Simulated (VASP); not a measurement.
# AgBr (Fm-3m) in VASP: elastic constants with PBE

Aim: the elastic constants of AgBr with PBE.

Everything below comes from runs of VASP 6.6.1. Logs are shortened: lines on timing, memory, paths and dates and some standing lists are left out, and cuts for length are marked.

### 1 The cell of the first run

The structure is cubic, space group Fm-3m (No. 225). Conventional cell: a = 5.841 Å, b = 5.841 Å, c = 5.841 Å, α = 90.00°, β = 90.00°, γ = 90.00°. Ag (site symmetry m-3m) has 6 Br at 2.92 Å within 3.8 Å. Within 3.8 Å of Br (site symmetry m-3m) lie 6 Ag at 2.92 Å.

### 2 Elastic constants, PBE

Input file INCAR:

```
PREC = Accurate
ENCUT = 600
EDIFF = 1E-8
ISMEAR = 0
SIGMA = 0.01
LREAL = False
LASPH = True
NELM = 100
ALGO = Fast
ISIF = 3
LWAVE = False
LCHARG = False
GGA = PE
NBANDS = 16
IBRION = 6
NFREE = 2
POTIM = 0.015
NSW = 1
```

Input file KPOINTS:

```
regular mesh
0
Gamma
  8 8 8
```

Input file POSCAR:

```
AgBr
1.0
    0.0000000000      2.9204202247      2.9204202247
    2.9204202247      0.0000000000      2.9204202247
    2.9204202247      2.9204202247      0.0000000000
Ag Br
1 1
Direct
    0.0000000000      0.0000000000      0.0000000000
    0.5000000000      0.5000000000      0.5000000000
```

Potentials or basis: VASP PAW PBE potentials, release 64 (Ag, Br).

Started as:

```console
> cat potpaw_PBE.64/Ag/POTCAR potpaw_PBE.64/Br/POTCAR > POTCAR
> mpirun -np 1 vasp_std > vasp.out
```

OUTCAR:

```text
PREC = Accurate
   ENCUT = 600
   EDIFF = 1E-8
   ISMEAR = 0
   LREAL = False
   LASPH = True
   NELM = 100
   ISIF = 3
   GGA = PE
   IBRION = 6
   NFREE = 2
   POTIM = 0.015
   NSW = 1

 ion  position               nearest neighbor table
   1  0.000  0.000  0.000-   2 2.92   2 2.92   2 2.92   2 2.92   2 2.92   2 2.92
   2  0.500  0.500  0.500-   1 2.92   1 2.92   1 2.92   1 2.92   1 2.92   1 2.92

  LATTYP: Found a face centered cubic cell.
 ALAT       =     5.8408404494

  Lattice vectors:

 A1 = (   0.0000000000,   2.9204202247,   2.9204202247)
 A2 = (   2.9204202247,   0.0000000000,   2.9204202247)
 A3 = (   2.9204202247,   2.9204202247,   0.0000000000)

Analysis of symmetry for initial positions (statically):
=====================================================================
 Subroutine PRICEL returns:
 Original cell was already a primitive cell.

 Routine SETGRP: Setting up the symmetry group for a
 face centered cubic supercell.

 Subroutine GETGRP returns: Found 48 space group operations
 (whereof 48 operations were pure point group operations)
 out of a pool of 48 trial point group operations.

The static configuration has the point symmetry O_h .

Analysis of symmetry for dynamics (positions and initial velocities):
=====================================================================
 Subroutine PRICEL returns:
 Original cell was already a primitive cell.

 Routine SETGRP: Setting up the symmetry group for a
 face centered cubic supercell.

 Subroutine GETGRP returns: Found 48 space group operations
 (whereof 48 operations were pure point group operations)
 out of a pool of 48 trial point group operations.

The dynamic configuration has the point symmetry O_h .

 Subroutine INISYM returns: Found 48 space group operations
 (whereof 48 operations are pure point group operations),
 and found     1 'primitive' translations

----------------------------------------------------------------------------------------

                                     Primitive cell

  volume of cell :      49.8157

  direct lattice vectors                    reciprocal lattice vectors
     0.000000000  2.920420225  2.920420225    -0.171208238  0.171208238  0.171208238
     2.920420225  0.000000000  2.920420225     0.171208238 -0.171208238  0.171208238
     2.920420225  2.920420225  0.000000000     0.171208238  0.171208238 -0.171208238

  length of vectors
     4.130097890  4.130097890  4.130097890     0.296541366  0.296541366  0.296541366

  position of ions in fractional coordinates (direct lattice)
     0.000000000  0.000000000  0.000000000
     0.500000000  0.500000000  0.500000000

  ion indices of the primitive-cell ions
   primitive index   ion index
                 1           1
                 2           2

----------------------------------------------------------------------------------------

 KPOINTS: regular mesh

Automatic generation of k-mesh.
 Grid dimensions read from file:
 generate k-points for:    8    8    8

 Generating k-lattice:

  Cartesian coordinates                     Fractional coordinates (reciprocal lattice)
[... 104 lines left out ...]

 Free energy of the ion-electron system (eV)
  ---------------------------------------------------
  ext. energy  EPLUGINS =         0.00000000
  ---------------------------------------------------
  free energy    TOTEN  =        -4.99996629 eV

  energy without entropy =       -4.99996629  energy(sigma->0) =       -4.99996629

------------------------ aborting loop because EDIFF is reached ----------------------------------------

  FORCE on cell =-STRESS in cart. coord.  units (eV):
  Direction    XX          YY          ZZ          XY          YZ          ZX
  --------------------------------------------------------------------------------------
  -------------------------------------------------------------------------------------
  Total       -0.0174433     -0.0174433     -0.0174433     -0.0000000      0.0000000      0.0000000
  in kB       -0.5610135     -0.5610135     -0.5610135     -0.0000000      0.0000000      0.0000000
  external PRESSURE =      -0.5610135 kB  Pullay stress =       0.0000000 kB
[... 89 lines left out ...]
  FREE ENERGIE OF THE ION-ELECTRON SYSTEM (eV)
  ---------------------------------------------------
  free  energy   TOTEN  =        -4.9982264348 eV

  energy  without entropy=       -4.9982264348  energy(sigma->0) =       -4.99822643

[... ionic steps 4 to 14 ...]

--------------------------------------- Ionic step       15  -------------------------------------------

 number of electron      18.0000001 magnetization

------------------------ aborting loop because EDIFF is reached ----------------------------------------
[... 67 lines left out ...]
--------------------------------------- Ionic step       17  -------------------------------------------

 number of electron      18.0000000 magnetization

 Free energy of the ion-electron system (eV)
  ---------------------------------------------------
  ext. energy  EPLUGINS =         0.00000000
  ---------------------------------------------------
  free energy    TOTEN  =        -4.99987876 eV

  energy without entropy =       -4.99987876  energy(sigma->0) =       -4.99987876

 E-fermi :   3.1175     XC(G=0):  -9.5965

 val. band max:        2.9978785611   @ k =   0.5000   0.0000   0.0000
 cond. band min:       3.6856124481   @ k =   0.0000   0.0000   0.0000
 fundamental gap:      0.6877338870
 Fermi energy:         3.1174819080

 k-point     1 :       0.0000    0.0000    0.0000
  band No.  band energies     occupation
      1     -11.7572      2.00000
      2       0.4083      2.00000
      3       0.4107      2.00000
      4       0.4107      2.00000
      5       0.4112      2.00000
      6       0.4117      2.00000
[... 433 lines left out ...]
      3      -0.7595      2.00000
      4      -0.7405      2.00000
      5       0.6358      2.00000
      6       0.6867      2.00000
[... 8 lines left out ...]
     15      15.4348      0.00000
     16      17.1607      0.00000

 [... further k-points ...]

------------------------ aborting loop because EDIFF is reached ----------------------------------------

  FORCE on cell =-STRESS in cart. coord.  units (eV):
  Direction    XX          YY          ZZ          XY          YZ          ZX
  --------------------------------------------------------------------------------------
  -------------------------------------------------------------------------------------
  Total       -0.0141558     -0.0166648     -0.0166648      0.0000000      0.0000000     -0.0000000
  in kB       -0.4552797     -0.5359743     -0.5359743      0.0000000      0.0000000     -0.0000000
  external PRESSURE =      -0.5090761 kB  Pullay stress =       0.0000000 kB
[... 17 lines left out ...]
  FREE ENERGIE OF THE ION-ELECTRON SYSTEM (eV)
  ---------------------------------------------------
  free  energy   TOTEN  =        -4.9998787613 eV

  energy  without entropy=       -4.9998787613  energy(sigma->0) =       -4.99987876

 INTERNAL STRAIN TENSORS FROM STRAINED CELLS
 ============================================

 INTERNAL STRAIN TENSOR FOR ION    1 for displacements in x,y,z  (eV/Angst):
          X           Y           Z          XY          YZ          ZX
  --------------------------------------------------------------------------------
  x    -0.00000    -0.00000     0.00000    -0.00000     0.00000    -0.00000
  y    -0.00000    -0.00000    -0.00000    -0.00000    -0.00000    -0.00000
  z     0.00000     0.00000     0.00000    -0.00000     0.00000    -0.00000

 INTERNAL STRAIN TENSORS FROM DISPLACED ATOMS
 ============================================

 INTERNAL STRAIN TENSOR FOR ION    1 for displacements in x,y,z  (eV/Angst):
          X           Y           Z          XY          YZ          ZX
  --------------------------------------------------------------------------------
  x     0.00000     0.00000     0.00000     0.00000     0.00000     0.00000
  y     0.00000     0.00000     0.00000     0.00000     0.00000     0.00000
  z     0.00000     0.00000     0.00000     0.00000     0.00000     0.00000

 INTERNAL STRAIN TENSOR FOR ION    2 for displacements in x,y,z  (eV/Angst):
          X           Y           Z          XY          YZ          ZX
  --------------------------------------------------------------------------------
  x     0.00000     0.00000     0.00000     0.00000     0.00000     0.00000
  y     0.00000     0.00000     0.00000     0.00000     0.00000     0.00000
  z     0.00000     0.00000     0.00000     0.00000     0.00000     0.00000

 Eigenvectors and eigenvalues of the dynamical matrix
 ----------------------------------------------------

   1 f  =    2.034245 THz    12.781540 2PiTHz   67.855121 cm-1     8.412959 meV
             X         Y         Z           dx          dy          dz
      0.000000  0.000000  0.000000     0.639113   -0.091236   -0.105959
      2.920420  2.920420  2.920420    -0.738821    0.105469    0.122489
[... 21 lines left out ...]
   6 f/i=    0.005098 THz     0.032029 2PiTHz    0.170039 cm-1     0.021082 meV
             X         Y         Z           dx          dy          dz
      0.000000  0.000000  0.000000    -0.290160   -0.683401   -0.144064
      2.920420  2.920420  2.920420    -0.251001   -0.591172   -0.124622

--------------------------------------------------------------------------------------------------------

 ELASTIC MODULI CONTR FROM IONIC RELAXATION (kBar)
 Direction    XX          YY          ZZ          XY          YZ          ZX
 --------------------------------------------------------------------------------
 XX           0.0000      0.0000      0.0000      0.0000      0.0000      0.0000
 YY           0.0000      0.0000      0.0000      0.0000      0.0000      0.0000
 ZZ           0.0000      0.0000      0.0000      0.0000      0.0000      0.0000
 XY           0.0000      0.0000      0.0000      0.0000      0.0000      0.0000
 YZ           0.0000      0.0000      0.0000      0.0000      0.0000      0.0000
 ZX           0.0000      0.0000      0.0000      0.0000      0.0000      0.0000
 --------------------------------------------------------------------------------

 TOTAL ELASTIC MODULI (kBar)
 Direction    XX          YY          ZZ          XY          YZ          ZX
 --------------------------------------------------------------------------------
 XX         530.8650    318.7185    318.7185      0.0000     -0.0000     -0.0000
 YY         318.7185    530.8650    318.7185     -0.0000      0.0000      0.0000
 ZZ         318.7185    318.7185    530.8650     -0.0000     -0.0000      0.0000
 XY           0.0000     -0.0000     -0.0000     76.5956      0.0000      0.0000
 YZ          -0.0000      0.0000     -0.0000      0.0000     76.5956      0.0000
 ZX          -0.0000      0.0000      0.0000      0.0000      0.0000     76.5956
 --------------------------------------------------------------------------------
```

It took 8.1 min on 1 thread of Intel Xeon 6975P-C (Granite Rapids), shared host; peak memory 0.4 GiB.

Results:

```
Elastic constants C11, C12, C44                         : 53, 32, 8 GPa
Voigt bulk modulus                                      : 39 GPa
Highest phonon frequency at Γ, LO-TO splitting left out : 68 cm⁻¹
```

Phonon frequencies in cm⁻¹ (negative: imaginary):
```
              q point     frequencies
(0.000, 0.000, 0.000)  0 0 0 68 68 68
```

Elastic tensor in Voigt notation (GPa, in the Cartesian axes of the cell as first typed):
```
53 32 32  0  0  0
32 53 32  0  0  0
32 32 53  0  0  0
 0  0  0  8  0  0
 0  0  0  0  8  0
 0  0  0  0  0  8
```

Clamped-ion elastic tensor (GPa):
```
53 32 32  0  0  0
32 53 32  0  0  0
32 32 53  0  0  0
 0  0  0  8  0  0
 0  0  0  0  8  0
 0  0  0  0  0  8
```
